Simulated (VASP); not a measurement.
# TaN (P-6m2) in VASP: single point with PBEsol

Aim: the single point of TaN with PBEsol.

Everything below comes from runs of VASP 6.6.1. Logs are shortened: lines on timing, memory, paths and dates and some standing lists are left out, and cuts for length are marked.

## (1) The cell of the first run

The structure is hexagonal, space group P-6m2 (No. 187). Conventional cell: a = 2.938 Å, b = 2.938 Å, c = 2.883 Å, α = 90.00°, β = 90.00°, γ = 120.00°. Ta (site symmetry -6m2) has 6 N at 2.23 Å and 2 Ta at 2.88 Å within 2.9 Å. N (site symmetry -6m2) has 6 Ta at 2.23 Å and 2 N at 2.88 Å within 2.9 Å.

## (2) Single point, PBEsol

Input file INCAR:

```
ALGO = Normal
EDIFF = 1E-7
ENCUT = 520
GGA = PS
ISIF = 2
ISMEAR = 1
LASPH = T
LCHARG = F
LREAL = F
LWAVE = F
NBANDS = 15
NELM = 60
PREC = Accurate
SIGMA = 0.05
```

Input file KPOINTS:

```
k-points
0
Gamma
  12 12 10
```

Input file POSCAR:

```
TaN
1.0
    2.9380000000      0.0000000000      0.0000000000
   -1.4690000000      2.5443830000      0.0000000000
    0.0000000000      0.0000000000      2.8830000000
Ta N
1 1
Direct
    0.3333333333      0.6666666667      0.5000000000
    0.0000000000      0.0000000000      0.0000000000
```

Potentials or basis: VASP PAW PBE potentials, release 64 (Ta_pv, N).

Run with:

```bash
cat potpaw_PBE.64/Ta_pv/POTCAR potpaw_PBE.64/N/POTCAR > POTCAR
mpirun -np 1 vasp_std > vasp.out
```

OUTCAR:

```text
EDIFF = 1E-7
   ENCUT = 520
   GGA = PS
   ISIF = 2
   ISMEAR = 1
   LASPH = T
   LREAL = F
   NELM = 60
   PREC = Accurate

 ion  position               nearest neighbor table
   1  0.333  0.667  0.500-   2 2.23   2 2.23   2 2.23   2 2.23   2 2.23   2 2.23
   2  0.000  0.000  0.000-   1 2.23   1 2.23   1 2.23   1 2.23   1 2.23   1 2.23

  LATTYP: Found a hexagonal cell.
 ALAT       =     2.9380000000
 C/A-ratio  =     0.9812797822

  Lattice vectors:

 A1 = (   2.9380000000,   0.0000000000,   0.0000000000)
 A2 = (  -1.4690000000,   2.5443830000,   0.0000000000)
 A3 = (   0.0000000000,   0.0000000000,   2.8830000000)

Analysis of symmetry for initial positions (statically):
=====================================================================
 Subroutine PRICEL returns:
 Original cell was already a primitive cell.

 Routine SETGRP: Setting up the symmetry group for a
 hexagonal supercell.

 Subroutine GETGRP returns: Found 12 space group operations
 (whereof 12 operations were pure point group operations)
 out of a pool of 24 trial point group operations.

The static configuration has the point symmetry D_3h.

Analysis of symmetry for dynamics (positions and initial velocities):
=====================================================================
 Subroutine PRICEL returns:
 Original cell was already a primitive cell.

 Routine SETGRP: Setting up the symmetry group for a
 hexagonal supercell.

 Subroutine GETGRP returns: Found 12 space group operations
 (whereof 12 operations were pure point group operations)
 out of a pool of 24 trial point group operations.

The dynamic configuration has the point symmetry D_3h.

 Subroutine INISYM returns: Found 12 space group operations
 (whereof 12 operations are pure point group operations),
 and found     1 'primitive' translations

----------------------------------------------------------------------------------------

                                     Primitive cell

  volume of cell :      21.5516

  direct lattice vectors                    reciprocal lattice vectors
     2.938000000  0.000000000  0.000000000     0.340367597  0.196511296  0.000000000
    -1.469000000  2.544383000  0.000000000     0.000000000  0.393022591  0.000000000
     0.000000000  0.000000000  2.883000000     0.000000000  0.000000000  0.346860909

  length of vectors
     2.938000000  2.938000315  2.883000000     0.393022633  0.393022591  0.346860909

  position of ions in fractional coordinates (direct lattice)
     0.333333333  0.666666667  0.500000000
     0.000000000  0.000000000  0.000000000

  ion indices of the primitive-cell ions
   primitive index   ion index
                 1           1
                 2           2

----------------------------------------------------------------------------------------

 KPOINTS: k-points

Automatic generation of k-mesh.
 Grid dimensions read from file:
 generate k-points for:   12   12   10

 Generating k-lattice:

  Cartesian coordinates                     Fractional coordinates (reciprocal lattice)
     0.028363966  0.016375941  0.000000000     0.083333333  0.000000000  0.000000000
     0.000000000  0.032751883  0.000000000     0.000000000  0.083333333  0.000000000
     0.000000000  0.000000000  0.034686091     0.000000000  0.000000000  0.100000000

  Length of vectors
     0.032751886  0.032751883  0.034686091

  Shift w.r.t. Gamma in fractional coordinates (k-lattice)
     0.000000000  0.000000000  0.000000000

 Subroutine IBZKPT returns following result:
 ===========================================

 Found    114 irreducible k-points:

 Following reciprocal coordinates:
            Coordinates               Weight
  0.000000  0.000000  0.000000      1.000000
  0.083333  0.000000  0.000000      6.000000
  0.166667  0.000000  0.000000      6.000000
  0.250000  0.000000  0.000000      6.000000
  0.333333  0.000000  0.000000      6.000000
  0.416667  0.000000  0.000000      6.000000
[... 16 lines left out ...]
  0.250000  0.000000  0.100000     12.000000
  0.333333  0.000000  0.100000     12.000000
 [... further k-points ...]
   k-points           NKPTS =    114   k-points in BZ     NKDIM =    114   number of bands    NBANDS=     15
   number of dos      NEDOS =    301   number of ions     NIONS =      2
   total plane-waves  NPLWV =  13824
   dimension x,y,z NGX =    24 NGY =   24 NGZ =   24
   dimension x,y,z NGXF=    48 NGYF=   48 NGZF=   48
   ions per type =               1   1
   NGX,Y,Z   is equivalent  to a cutoff of  13.58, 13.58, 13.84 a.u.
   NGXF,Y,Z  is equivalent  to a cutoff of  27.16, 27.16, 27.68 a.u.
 SYSTEM =  unknown system
   PREC   = accura    normal or accurate (medium, high low for compatibility)
   ISTART =      0    job   : 0-new  1-cont  2-samecut
   ICHARG =      2    charge: 1-file 2-atom 10-const
   ISPIN  =      1    spin polarized calculation?
   LNONCOLLINEAR =      F non collinear calculations
   LSORBIT =      F    spin-orbit coupling
   LASPH  =      T    aspherical Exc in radial PAW
   ENCUT  =  520.0 eV  38.22 Ry    6.18 a.u.   5.46  5.46  5.36*2*pi/ulx,y,z
   NELM   =     60;   NELMIN=  2; NELMDL= -5     # of ELM steps
   EDIFF  = 0.1E-06   stopping-criterion for ELM
   LREAL  =      F    real-space projection
   EDIFFG = 0.1E-05   stopping-criterion for IOM
   NSW    =      0    number of steps for IOM
   IBRION =     -1    ionic relax: 0-MD 1-quasi-New 2-CG
   NFREE  =      0    steps in history (QN), initial steepest desc. (CG)
   ISIF   =      2    stress and relaxation
   ISYM   =      2    0-nonsym 1-usesym 2-fastsym
   POTIM  = 0.5000    time-step for ionic-motion
   TEBEG  =    0.0;   TEEND  =   0.0 temperature during run
   PSTRESS=    0.0 pullay stress
   NELECT =      16.0000    total number of electrons
   NUPDOWN=      -1.0000    fix difference up-down
   EMIN   =  10.00;   EMAX   =-10.00  energy-range for DOS
   EFERMI =   0.00;   METHOD = LEGACY
   ISMEAR =     1;   SIGMA  =   0.05  broadening in eV -4-tet -1-fermi 0-gaus
   EFERMI_NEDOS =   21; number of points for ismear=-14 and -15
   IALGO  =     38    algorithm
   IMIX   =      4    mixing-type and parameters
     AMIX     =   0.40;   BMIX     =  1.00
     AMIX_MAG =   1.60;   BMIX_MAG =  1.00
  volume/ion in A,a.u.               =      10.78        72.72
  Fermi-wavevector in a.u.,A,eV,Ry     =   1.482365  2.801264 29.897528  2.197406
  Thomas-Fermi vector in A             =   2.596160
   LORBIT       =      0    0 simple, 1 ext, 2 COOP (PROOUT), +10 PAW based schemes
   GGA     = PS    functional components
   LHFCALC =     F    Hartree Fock is set to
   AEXX    =    0.0000 exact exchange contribution
   IVDW    =     0    specifies the selected vdW correction
   LEPSILON=     F    determine dielectric tensor
   LRPA    =     F    only Hartree local field effects (RPA)
 non-spin polarized calculation
 Methfessel and Paxton  Order N= 1 SIGMA  =   0.05
  energy-cutoff  :      520.00
  volume of cell :       21.55
 maximum number of plane-waves:       599
 NGX is ok and might be reduce to    24
   NGX = 11   NGY = 11   NGZ = 11

 number of electron      16.0000001 magnetization

 Free energy of the ion-electron system (eV)
  ---------------------------------------------------
  ext. energy  EPLUGINS =         0.00000000
  ---------------------------------------------------
  free energy    TOTEN  =       -23.80311431 eV

  energy without entropy =      -23.80312337  energy(sigma->0) =      -23.80311733

 E-fermi :   8.2130     XC(G=0): -13.5052

 val. band max:        8.0733129794   @ k =   0.0000   0.0000   0.4000
 cond. band min:       8.2337095725   @ k =   0.0833   0.0000   0.5000
 fundamental gap:      0.1603965931
 Fermi energy:         8.2129604414

 k-point     1 :       0.0000    0.0000    0.0000
  band No.  band energies     occupation
      1     -26.6873      2.00000
      2     -26.4202      2.00000
      3     -26.4202      2.00000
      4      -9.6447      2.00000
      5       3.5293      2.00000
      6       3.5293      2.00000
      7       3.8662      2.00000
      8       5.1828      2.00000
      9      10.3065      0.00000
     10      11.6903      0.00000
     11      11.6903      0.00000
     12      12.0714      0.00000
     13      12.0714      0.00000
     14      21.0987      0.00000
     15      21.5293      0.00000

 k-point     2 :       0.0833    0.0000    0.0000
  band No.  band energies     occupation
      1     -26.6777      2.00000
      2     -26.4958      2.00000
      3     -26.4363      2.00000
      4      -9.4993      2.00000
      5       3.0941      2.00000
      6       3.6390      2.00000
      7       4.0734      2.00000
      8       4.9747      2.00000
      9      10.8203      0.00000
     10      11.3952      0.00000
     11      11.7121      0.00000
     12      11.9971      0.00000
     13      12.2645      0.00000
     14      21.0829      0.00000
     15      21.5190      0.00000

 k-point     3 :       0.1667    0.0000    0.0000
  band No.  band energies     occupation
      1     -26.6975      2.00000
      2     -26.6515      2.00000
      3     -26.4800      2.00000
      4      -9.0981      2.00000
      5       2.1931      2.00000
      6       3.9309      2.00000
      7       4.4668      2.00000
      8       4.5302      2.00000
      9      10.6722      0.00000
     10      11.8005      0.00000
     11      11.8204      0.00000
     12      12.0823      0.00000
     13      12.6902      0.00000
     14      21.0606      0.00000
     15      21.5032      0.00000
[... 343 lines left out ...]
 k-point    23 :       0.2500    0.0000    0.1000
  band No.  band energies     occupation
      1     -26.9517      2.00000
      2     -26.7024      2.00000
      3     -26.5305      2.00000
      4      -8.4126      2.00000
      5       1.3249      2.00000
      6       3.3372      2.00000
      7       4.2226      2.00000
      8       5.3944      2.00000
      9      10.3889      0.00000
     10      10.7399      0.00000
     11      12.3870      0.00000
     12      12.9664      0.00000
     13      14.2435      0.00000
     14      20.9238      0.00000
     15      21.4851      0.00000

 k-point    24 :       0.3333    0.0000    0.1000
  band No.  band energies     occupation
      1     -27.2024      2.00000
      2     -26.6639      2.00000
      3     -26.5884      2.00000
      4      -7.8811      2.00000
      5       0.5201      2.00000
      6       3.0589      2.00000
      7       4.4399      2.00000
      8       5.3761      2.00000
      9      10.7510      0.00000
     10      11.0537      0.00000
     11      12.6326      0.00000
     12      13.1104      0.00000
     13      15.1782      0.00000
     14      21.1438      0.00000
     15      21.5108      0.00000

 [... further k-points ...]
[... 5 lines left out ...]
  --------------------------------------------------------------------------------------
  -------------------------------------------------------------------------------------
  Total       -0.5460726     -0.5460727     -0.5589633     -0.0000000      0.0000000      0.0000000
  in kB      -40.5958850    -40.5958966    -41.5542067     -0.0000000      0.0000000      0.0000000
  external PRESSURE =     -40.9153294 kB  Pullay stress =       0.0000000 kB

 VOLUME and BASIS-vectors are now :
 -----------------------------------------------------------------------------
  energy-cutoff  :      520.00
  volume of cell :       21.55
      direct lattice vectors                 reciprocal lattice vectors
     2.938000000  0.000000000  0.000000000     0.340367597  0.196511296  0.000000000
    -1.469000000  2.544383000  0.000000000     0.000000000  0.393022591  0.000000000
     0.000000000  0.000000000  2.883000000     0.000000000  0.000000000  0.346860909

 POSITION                                       TOTAL-FORCE (eV/Angst)
 -----------------------------------------------------------------------------------
     -0.00000      1.69626      1.44150         0.000000      0.000000      0.000000
      0.00000      0.00000      0.00000        -0.000000      0.000000      0.000000
 -----------------------------------------------------------------------------------
    total drift:                                0.000000      0.000005     -0.000000

  FREE ENERGIE OF THE ION-ELECTRON SYSTEM (eV)
  ---------------------------------------------------
  free  energy   TOTEN  =       -23.8031143090 eV

  energy  without entropy=      -23.8031233652  energy(sigma->0) =      -23.80311733
```

It took 22 s on 1 thread of Intel Xeon Platinum 8375C at 2.90GHz (Ice Lake), shared host; peak memory 0.16 GiB.

What came out:

```yaml
Free_energy: -23.8031 eV
Pressure: -4.1 GPa
Band_gap_on_the_k_mesh: zero (band 8 reaches 8.49 eV, above the bottom of band 9 at 7.99 eV)
```

Caveat: the PAW data sets were made with another functional, which shifts forces and pressure a little; spin-orbit coupling is left out, which moves the levels of the heavy elements.
